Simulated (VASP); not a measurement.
# Pd3PbC (Pm-3m) in VASP: further runs

Pd3PbC is run at these levels: RPBE, PBE+D4; tasks: relaxation of cell and atoms.

All numbers are computed with VASP 6.6.1; they aren't measurements. Logs are shortened: lines on timing, memory, paths and dates and some standing lists are left out, and cuts for length are marked.

## 1. The cell of the first run

It takes space group Pm-3m (No. 221, cubic). The conventional cell has a = 4.299 Å, b = 4.299 Å, c = 4.299 Å, α = 90.00°, β = 90.00°, γ = 90.00°. Within 2.8 Å of Pd (site symmetry 4/mmm) lie 2 C at 2.15 Å. Pb (site symmetry m-3m) has 12 Pd at 3.04 Å and 8 C at 3.72 Å within 4.0 Å. Within 2.8 Å of C (site symmetry m-3m) lie 6 Pd at 2.15 Å.

## 2. Relaxation of cell and atoms, RPBE

Contents of INCAR:

```
SYSTEM = Pd3PbC
PREC = Accurate
ENCUT = 600
EDIFF = 1E-6
ISMEAR = -1
SIGMA = 0.1
LREAL = .FALSE.
LASPH = .TRUE.
NELM = 60
ALGO = Normal
ISIF = 3
LWAVE = .FALSE.
LCHARG = .FALSE.
GGA = RP
IBRION = 2
NSW = 80
EDIFFG = -0.02
```

Contents of KPOINTS:

```
regular mesh
0
G
  6 6 6
  0 0 0
```

Contents of POSCAR:

```
Pd3PbC
1.0
    4.2989450000      0.0000000000      0.0000000000
    0.0000000000      4.2989450000      0.0000000000
    0.0000000000      0.0000000000      4.2989450000
Pd Pb C
3 1 1
Direct
    0.0000000000      0.5000000000      0.5000000000
    0.5000000000      0.5000000000      0.0000000000
    0.5000000000      0.0000000000      0.5000000000
    0.0000000000      0.0000000000      0.0000000000
    0.5000000000      0.5000000000      0.5000000000
```

Potentials or basis: VASP PAW PBE potentials, release 64 (Pd, Pb_d, C).

Started as:

```sh
$ cat potpaw_PBE.64/Pd/POTCAR potpaw_PBE.64/Pb_d/POTCAR potpaw_PBE.64/C/POTCAR > POTCAR
$ mpirun -np 1 vasp_std > vasp.out
```

OUTCAR:

```text
SYSTEM = Pd3PbC
   PREC = Accurate
   ENCUT = 600
   EDIFF = 1E-6
   ISMEAR = -1
   LREAL = .FALSE.
   LASPH = .TRUE.
   NELM = 60
   ISIF = 3
   GGA = RP
   IBRION = 2
   NSW = 80
   EDIFFG = -0.02

 ion  position               nearest neighbor table
   1  0.000  0.500  0.500-   5 2.15   5 2.15   4 3.04   2 3.04   2 3.04   4 3.04   3 3.04   4 3.04
                             4 3.04   2 3.04   3 3.04   3 3.04   2 3.04   3 3.04
   2  0.500  0.500  0.000-   5 2.15   5 2.15   4 3.04   1 3.04   1 3.04   3 3.04   3 3.04   3 3.04
                             4 3.04   3 3.04   1 3.04   4 3.04   1 3.04   4 3.04
   3  0.500  0.000  0.500-   5 2.15   5 2.15   4 3.04   1 3.04   2 3.04   4 3.04   1 3.04   2 3.04
                             2 3.04   2 3.04   1 3.04   4 3.04   4 3.04   1 3.04
   4  0.000  0.000  0.000-   1 3.04   2 3.04   3 3.04   1 3.04   3 3.04   1 3.04   2 3.04   1 3.04
                             2 3.04   3 3.04   3 3.04   2 3.04
   5  0.500  0.500  0.500-   1 2.15   2 2.15   3 2.15   2 2.15   3 2.15   1 2.15

  LATTYP: Found a simple cubic cell.
 ALAT       =     4.2989450000

  Lattice vectors:

 A1 = (   4.2989450000,   0.0000000000,   0.0000000000)
 A2 = (   0.0000000000,   4.2989450000,   0.0000000000)
 A3 = (   0.0000000000,   0.0000000000,   4.2989450000)

Analysis of symmetry for initial positions (statically):
=====================================================================
 Subroutine PRICEL returns:
 Original cell was already a primitive cell.

 Routine SETGRP: Setting up the symmetry group for a
 simple cubic supercell.

 Subroutine GETGRP returns: Found 48 space group operations
 (whereof 48 operations were pure point group operations)
 out of a pool of 48 trial point group operations.

The static configuration has the point symmetry O_h .

Analysis of symmetry for dynamics (positions and initial velocities):
=====================================================================
 Subroutine PRICEL returns:
 Original cell was already a primitive cell.

 Routine SETGRP: Setting up the symmetry group for a
 simple cubic supercell.

 Subroutine GETGRP returns: Found 48 space group operations
 (whereof 48 operations were pure point group operations)
 out of a pool of 48 trial point group operations.

The dynamic configuration has the point symmetry O_h .

 Subroutine INISYM returns: Found 48 space group operations
 (whereof 48 operations are pure point group operations),
 and found     1 'primitive' translations

----------------------------------------------------------------------------------------

                                     Primitive cell

  volume of cell :      79.4485

  direct lattice vectors                    reciprocal lattice vectors
     4.298945000  0.000000000  0.000000000     0.232615211  0.000000000  0.000000000
     0.000000000  4.298945000  0.000000000     0.000000000  0.232615211  0.000000000
     0.000000000  0.000000000  4.298945000     0.000000000  0.000000000  0.232615211

  length of vectors
     4.298945000  4.298945000  4.298945000     0.232615211  0.232615211  0.232615211

  position of ions in fractional coordinates (direct lattice)
     0.000000000  0.500000000  0.500000000
     0.500000000  0.500000000  0.000000000
     0.500000000  0.000000000  0.500000000
     0.000000000  0.000000000  0.000000000
     0.500000000  0.500000000  0.500000000

  ion indices of the primitive-cell ions
   primitive index   ion index
                 1           1
                 2           2
                 3           3
                 4           4
                 5           5

----------------------------------------------------------------------------------------

 KPOINTS: regular mesh

Automatic generation of k-mesh.
 Grid dimensions read from file:
 generate k-points for:    6    6    6

 Generating k-lattice:

  Cartesian coordinates                     Fractional coordinates (reciprocal lattice)
     0.038769202  0.000000000  0.000000000     0.166666667  0.000000000  0.000000000
     0.000000000  0.038769202  0.000000000     0.000000000  0.166666667  0.000000000
     0.000000000  0.000000000  0.038769202     0.000000000  0.000000000  0.166666667

  Length of vectors
     0.038769202  0.038769202  0.038769202

  Shift w.r.t. Gamma in fractional coordinates (k-lattice)
     0.000000000  0.000000000  0.000000000

 Subroutine IBZKPT returns following result:
 ===========================================

 Found     20 irreducible k-points:

 Following reciprocal coordinates:
            Coordinates               Weight
  0.000000  0.000000  0.000000      1.000000
  0.166667  0.000000  0.000000      6.000000
  0.333333  0.000000  0.000000      6.000000
  0.500000  0.000000  0.000000      3.000000
  0.166667  0.166667  0.000000     12.000000
  0.333333  0.166667  0.000000     24.000000
[... 12 lines left out ...]
  0.500000  0.500000  0.333333      6.000000
  0.500000  0.500000  0.500000      1.000000
   k-points           NKPTS =     20   k-points in BZ     NKDIM =     20   number of bands    NBANDS=     28
   number of dos      NEDOS =    301   number of ions     NIONS =      5
   total plane-waves  NPLWV =  46656
   dimension x,y,z NGX =    36 NGY =   36 NGZ =   36
   dimension x,y,z NGXF=    72 NGYF=   72 NGZF=   72
   ions per type =               3   1   1
   NGX,Y,Z   is equivalent  to a cutoff of  13.92, 13.92, 13.92 a.u.
   NGXF,Y,Z  is equivalent  to a cutoff of  27.84, 27.84, 27.84 a.u.
 SYSTEM =  Pd3PbC
   PREC   = accura    normal or accurate (medium, high low for compatibility)
   ISTART =      0    job   : 0-new  1-cont  2-samecut
   ICHARG =      2    charge: 1-file 2-atom 10-const
   ISPIN  =      1    spin polarized calculation?
   LNONCOLLINEAR =      F non collinear calculations
   LSORBIT =      F    spin-orbit coupling
   LASPH  =      T    aspherical Exc in radial PAW
   ENCUT  =  600.0 eV  44.10 Ry    6.64 a.u.   8.59  8.59  8.59*2*pi/ulx,y,z
   NELM   =     60;   NELMIN=  2; NELMDL= -5     # of ELM steps
   EDIFF  = 0.1E-05   stopping-criterion for ELM
   LREAL  =      F    real-space projection
   EDIFFG = -.2E-01   stopping-criterion for IOM
   NSW    =     80    number of steps for IOM
   IBRION =      2    ionic relax: 0-MD 1-quasi-New 2-CG
   NFREE  =      1    steps in history (QN), initial steepest desc. (CG)
   ISIF   =      3    stress and relaxation
   ISYM   =      2    0-nonsym 1-usesym 2-fastsym
   POTIM  = 0.5000    time-step for ionic-motion
   TEBEG  =    0.0;   TEEND  =   0.0 temperature during run
   PSTRESS=    0.0 pullay stress
   NELECT =      48.0000    total number of electrons
   NUPDOWN=      -1.0000    fix difference up-down
   EMIN   =  10.00;   EMAX   =-10.00  energy-range for DOS
   EFERMI =   0.00;   METHOD = LEGACY
   ISMEAR =    -1;   SIGMA  =   0.10  broadening in eV -4-tet -1-fermi 0-gaus
   EFERMI_NEDOS =   21; number of points for ismear=-14 and -15
   IALGO  =     38    algorithm
   IMIX   =      4    mixing-type and parameters
     AMIX     =   0.40;   BMIX     =  1.00
     AMIX_MAG =   1.60;   BMIX_MAG =  1.00
  volume/ion in A,a.u.               =      15.89       107.23
  Fermi-wavevector in a.u.,A,eV,Ry     =   1.383970  2.615324 26.060233  1.915373
  Thomas-Fermi vector in A             =   2.508518
   LORBIT       =      0    0 simple, 1 ext, 2 COOP (PROOUT), +10 PAW based schemes
   GGA     = RP    functional components
   LHFCALC =     F    Hartree Fock is set to
   AEXX    =    0.0000 exact exchange contribution
   IVDW    =     0    specifies the selected vdW correction
   LEPSILON=     F    determine dielectric tensor
   LRPA    =     F    only Hartree local field effects (RPA)
 conjugate gradient relaxation of ions
 non-spin polarized calculation
  energy-cutoff  :      600.00
  volume of cell :       79.45
 maximum number of plane-waves:      2680
 NGX is ok and might be reduce to    36
   NGX = 17   NGY = 17   NGZ = 17

--------------------------------------- Ionic step        1  -------------------------------------------

 number of electron      47.9999994 magnetization

 Free energy of the ion-electron system (eV)
  ---------------------------------------------------
  ext. energy  EPLUGINS =         0.00000000
  ---------------------------------------------------
  free energy    TOTEN  =       -24.89161787 eV

  energy without entropy =      -24.77106428  energy(sigma->0) =      -24.83134107

------------------------ aborting loop because EDIFF is reached ----------------------------------------

  FORCE on cell =-STRESS in cart. coord.  units (eV):
  Direction    XX          YY          ZZ          XY          YZ          ZX
  --------------------------------------------------------------------------------------
  -------------------------------------------------------------------------------------
  Total        1.2249270      1.2249270      1.2249270      0.0000000      0.0000000     -0.0000000
  in kB       24.7021704     24.7021704     24.7021704      0.0000000      0.0000000     -0.0000000
  external PRESSURE =      24.7021704 kB  Pullay stress =       0.0000000 kB
[... 63 lines left out ...]
  energy  without entropy=      -24.7685768403  energy(sigma->0) =      -24.83147152

--------------------------------------- Ionic step        3  -------------------------------------------

 number of electron      48.0000002 magnetization

 Free energy of the ion-electron system (eV)
  ---------------------------------------------------
  ext. energy  EPLUGINS =         0.00000000
  ---------------------------------------------------
  free energy    TOTEN  =       -24.90292846 eV

  energy without entropy =      -24.77950300  energy(sigma->0) =      -24.84121573

 E-fermi :   8.8330     XC(G=0): -11.9860

 val. band max:        8.7662607461   @ k =   0.3333   0.1667   0.0000
 cond. band min:       8.8332272342   @ k =   0.5000   0.1667   0.1667
 fundamental gap:      0.0669664881
 Fermi energy:         8.8329803659

 k-point     1 :       0.0000    0.0000    0.0000
  band No.  band energies     occupation
      1      -7.7817      2.00000
      2      -7.7817      2.00000
      3      -7.7608      2.00000
      4      -7.7608      2.00000
      5      -7.7608      2.00000
      6      -3.6274      2.00000
[... 641 lines left out ...]
  FREE ENERGIE OF THE ION-ELECTRON SYSTEM (eV)
  ---------------------------------------------------
  free  energy   TOTEN  =       -24.9029284616 eV

  energy  without entropy=      -24.7795029971  energy(sigma->0) =      -24.84121573

 reached required accuracy - stopping structural energy minimisation
```

It took 1.8 min on 1 thread of Intel Xeon Platinum 8259CL at 2.50GHz (Skylake/Cascade Lake), shared host; peak memory 0.25 GiB.

What came out:

| Property | Result |
| --- | --- |
| Free energy | -24.9029 eV |
| Relaxed volume | 16.19 Å³/atom |
| Relaxed cell | a = 4.326 Å, b = 4.326 Å, c = 4.326 Å, α = 90.00°, β = 90.00°, γ = 90.00° |
| Space group after relaxing (to 0.05 Å) | Pm-3m (No. 221) |
| Energy gained by relaxing | 2.3 meV/atom |
| Ionic steps | 3 |
| Pressure after relaxing | 0.0 GPa |
| Band gap on the k mesh | zero (band 24 reaches 8.92 eV, above the bottom of band 25 at 7.80 eV) |

The path:
| step | energy change (eV) | largest force (eV/Å) | pressure (GPa) | volume (Å³) |
| --- | --- | --- | --- | --- |
| 1 | 0.0000 | 0.0000 | 2.47 | 79.45 |
| 2 | -0.0027 | 0.0000 | -1.99 | 82.30 |
| 3 | -0.0113 | 0.0000 | -0.01 | 80.95 |

Final structure:
```
Pd Pb C
1.0
     4.32582    0.00000    0.00000
     0.00000    4.32582    0.00000
     0.00000    0.00000    4.32582
Pd Pb C
3 1 1
Direct
  0.00000 0.50000 0.50000
  0.50000 0.50000 0.00000
  0.50000 0.00000 0.50000
  0.00000 0.00000 0.00000
  0.50000 0.50000 0.50000
```

Levels at points of the mesh, in eV from the Fermi level:
```csv
k point,band 20,band 21,band 22,band 23,band 24,band 25,band 26,band 27,band 28
"(0.00, 0.00, 0.00)",-2.11,-1.07,-1.07,-1.07,-1.05,0.18,1.71,1.71,1.71
"(0.50, 0.00, 0.00)",-2.21,-1.72,-1.07,0.09,0.09,0.32,2.07,3.17,3.17
"(0.50, 0.50, 0.00)",-1.97,-1.86,-1.64,-0.48,-0.48,1.10,3.60,4.09,4.09
"(0.50, 0.50, 0.50)",-1.83,-1.83,-1.17,-1.17,-1.17,-1.04,1.46,1.46,1.46
```

Caveat: the PAW data sets were made with another functional, which shifts forces and pressure a little; spin-orbit coupling is left out, which moves the levels of the heavy elements.

## 3. Relaxation of cell and atoms, PBE+D4

Contents of INCAR:

```
SYSTEM = Pd3PbC
  PREC = Accurate
  ENCUT = 600
  EDIFF = 1E-6
  ISMEAR = -1
  SIGMA = 0.1
  LREAL = .False.
  LASPH = .True.
  NELM = 100
  ALGO = Normal
  ISIF = 3
  LWAVE = .False.
  LCHARG = .False.
  GGA = PE
  IVDW = 13
  IBRION = 2
  NSW = 80
  EDIFFG = -0.02
```

Contents of KPOINTS:

```
Automatic mesh
0
Gamma
  6 6 6
  0 0 0
```

POSCAR is that of step 2.

Potentials or basis: VASP PAW PBE potentials, release 64 (Pd, Pb_d, C).

Started as:

```sh
$ cat potpaw_PBE.64/Pd/POTCAR potpaw_PBE.64/Pb_d/POTCAR potpaw_PBE.64/C/POTCAR > POTCAR
$ mpirun -np 1 vasp_std > vasp.out
```

OUTCAR:

```text
SYSTEM = Pd3PbC
   PREC = Accurate
   ENCUT = 600
   EDIFF = 1E-6
   ISMEAR = -1
   LREAL = .False.
   LASPH = .True.
   NELM = 100
   ISIF = 3
   GGA = PE
   IVDW = 13
   IBRION = 2
   NSW = 80
   EDIFFG = -0.02

 ion  position               nearest neighbor table
   1  0.000  0.500  0.500-   5 2.15   5 2.15   4 3.04   2 3.04   2 3.04   4 3.04   3 3.04   4 3.04
                             4 3.04   2 3.04   3 3.04   3 3.04   2 3.04   3 3.04
   2  0.500  0.500  0.000-   5 2.15   5 2.15   4 3.04   1 3.04   1 3.04   3 3.04   3 3.04   3 3.04
                             4 3.04   3 3.04   1 3.04   4 3.04   1 3.04   4 3.04
   3  0.500  0.000  0.500-   5 2.15   5 2.15   4 3.04   1 3.04   2 3.04   4 3.04   1 3.04   2 3.04
                             2 3.04   2 3.04   1 3.04   4 3.04   4 3.04   1 3.04
   4  0.000  0.000  0.000-   1 3.04   2 3.04   3 3.04   1 3.04   3 3.04   1 3.04   2 3.04   1 3.04
                             2 3.04   3 3.04   3 3.04   2 3.04
   5  0.500  0.500  0.500-   1 2.15   2 2.15   3 2.15   2 2.15   3 2.15   1 2.15

  LATTYP: Found a simple cubic cell.
 ALAT       =     4.2989450000

  Lattice vectors:

 A1 = (   4.2989450000,   0.0000000000,   0.0000000000)
 A2 = (   0.0000000000,   4.2989450000,   0.0000000000)
 A3 = (   0.0000000000,   0.0000000000,   4.2989450000)

Analysis of symmetry for initial positions (statically):
=====================================================================
 Subroutine PRICEL returns:
 Original cell was already a primitive cell.

 Routine SETGRP: Setting up the symmetry group for a
 simple cubic supercell.

 Subroutine GETGRP returns: Found 48 space group operations
 (whereof 48 operations were pure point group operations)
 out of a pool of 48 trial point group operations.
[... 163 lines left out ...]
  free energy    TOTEN  =       -27.51881888 eV

  energy without entropy =      -27.39735787  energy(sigma->0) =      -27.45808838

------------------------ aborting loop because EDIFF is reached ----------------------------------------

  DFT-D4 for vdW energy calculation

  Edisp (eV):   -2.16746
[... 34 lines left out ...]
--------------------------------------- Ionic step        2  -------------------------------------------

 number of electron      48.0000014 magnetization

 E-fermi :  10.2990     XC(G=0): -12.6514

 val. band max:       10.2892052001   @ k =   0.5000   0.0000   0.0000
 cond. band min:      10.3710202130   @ k =   0.5000   0.1667   0.1667
 fundamental gap:      0.0818150129
 Fermi energy:        10.2989888072

 k-point     1 :       0.0000    0.0000    0.0000
  band No.  band energies     occupation
      1      -6.5290      2.00000
      2      -6.5290      2.00000
      3      -6.4988      2.00000
      4      -6.4988      2.00000
      5      -6.4988      2.00000
      6      -3.0523      2.00000
[... 651 lines left out ...]
--------------------------------------- Ionic step        3  -------------------------------------------

 number of electron      47.9999992 magnetization

 Free energy of the ion-electron system (eV)
  ---------------------------------------------------
  ext. energy  EPLUGINS =         0.00000000
  ---------------------------------------------------
  free energy    TOTEN  =       -27.48776239 eV

  energy without entropy =      -27.37241224  energy(sigma->0) =      -27.43008732

 E-fermi :   9.6129     XC(G=0): -12.4160

 val. band max:        9.5706529566   @ k =   0.3333   0.1667   0.0000
 cond. band min:       9.6468161200   @ k =   0.5000   0.0000   0.0000
 fundamental gap:      0.0761631634
 Fermi energy:         9.6128556248

 k-point     1 :       0.0000    0.0000    0.0000
  band No.  band energies     occupation
      1      -7.0771      2.00000
      2      -7.0771      2.00000
      3      -7.0515      2.00000
      4      -7.0515      2.00000
      5      -7.0515      2.00000
      6      -3.3360      2.00000
[... 645 lines left out ...]
  FREE ENERGIE OF THE ION-ELECTRON SYSTEM (eV)
  ---------------------------------------------------
  free  energy   TOTEN  =       -29.7385833387 eV

  energy  without entropy=      -29.6232331893  energy(sigma->0) =      -29.68090826

 reached required accuracy - stopping structural energy minimisation
```

OSZICAR:

```text
N       E                     dE             d eps       ncg     rms          rms(c)
DAV:   1     0.476107862958E+03    0.47611E+03   -0.25498E+04  1120   0.211E+03
[... 27 lines left out ...]
DAV:   1    -0.283810900399E+02   -0.10476E+01   -0.20576E+01  1368   0.525E+01    0.602E+00
DAV:   2    -0.275757848807E+02    0.80531E+00   -0.32343E+00  1132   0.183E+01    0.225E+00
DAV:   3    -0.275007147326E+02    0.75070E-01   -0.20313E-01  1452   0.506E+00    0.131E+00
DAV:   4    -0.274880419858E+02    0.12673E-01   -0.64661E-02  1384   0.260E+00    0.458E-01
DAV:   5    -0.274877968144E+02    0.24517E-03   -0.22431E-03  1188   0.331E-01    0.196E-01
DAV:   6    -0.274877546743E+02    0.42140E-04   -0.61269E-04  1204   0.166E-01    0.202E-02
DAV:   7    -0.274877615159E+02   -0.68416E-05   -0.40180E-05  1472   0.512E-02    0.923E-03
DAV:   8    -0.274877623936E+02   -0.87774E-06   -0.27841E-06   900   0.133E-02
   3 F= -.29738583E+02 E0= -.29680908E+02  d E =-.523082E-01
```

CONTCAR:

```text
Pd3PbC
   1.00000000000000
     4.2447679715661844   -0.0000000000000000    0.0000000000000000
    -0.0000000000000000    4.2447679715661844   -0.0000000000000000
     0.0000000000000000    0.0000000000000000    4.2447679715661844
  Pd              Pb              C
     3     1     1
Direct
     0.0000000000000000    0.5000000000000000    0.5000000000000000
     0.5000000000000000    0.5000000000000000    0.0000000000000000
     0.5000000000000000    0.0000000000000000    0.5000000000000000
     0.0000000000000000    0.0000000000000000    0.0000000000000000
     0.5000000000000000    0.5000000000000000    0.5000000000000000

  0.00000000E+00  0.00000000E+00  0.00000000E+00
  0.00000000E+00  0.00000000E+00  0.00000000E+00
  0.00000000E+00  0.00000000E+00  0.00000000E+00
  0.00000000E+00  0.00000000E+00  0.00000000E+00
  0.00000000E+00  0.00000000E+00  0.00000000E+00
```

Run time: 2 min. Hardware: 1 thread of Intel Xeon Platinum 8259CL at 2.50GHz (Skylake/Cascade Lake), shared host; peak memory 0.25 GiB.

What came out:

```yaml
Free_energy: -29.7386 eV
Relaxed_volume: 15.30 Å³/atom
Relaxed_cell: a = 4.245 Å, b = 4.245 Å, c = 4.245 Å, α = 90.00°, β = 90.00°, γ = 90.00°
Space_group_after_relaxing_to_0.05_Å: Pm-3m (No. 221)
Energy_gained_by_relaxing: 10.5 meV/atom
Ionic_steps: 3
Pressure_after_relaxing: 0.0 GPa
Band_gap_on_the_k_mesh: zero (band 24 reaches 9.66 eV, above the bottom of band 25 at 8.63 eV)
Dispersion_energy_per_atom: -0.450 eV
```

The path:
| step | energy change (eV) | largest force (eV/Å) | pressure (GPa) | volume (Å³) |
| --- | --- | --- | --- | --- |
| 1 | 0.0000 | 0.0000 | -5.39 | 79.45 |
| 2 | 0.0102 | 0.0000 | 6.96 | 73.46 |
| 3 | -0.0523 | 0.0000 | -0.01 | 76.48 |

Final structure:
```
Pd Pb C
1.0
     4.24477    0.00000    0.00000
     0.00000    4.24477    0.00000
     0.00000    0.00000    4.24477
Pd Pb C
3 1 1
Direct
  0.00000 0.50000 0.50000
  0.50000 0.50000 0.00000
  0.50000 0.00000 0.50000
  0.00000 0.00000 0.00000
  0.50000 0.50000 0.50000
```

Caveat: spin-orbit coupling is left out, which moves the levels of the heavy elements; pairwise dispersion overbinds metals, which lowers pressure and volume.
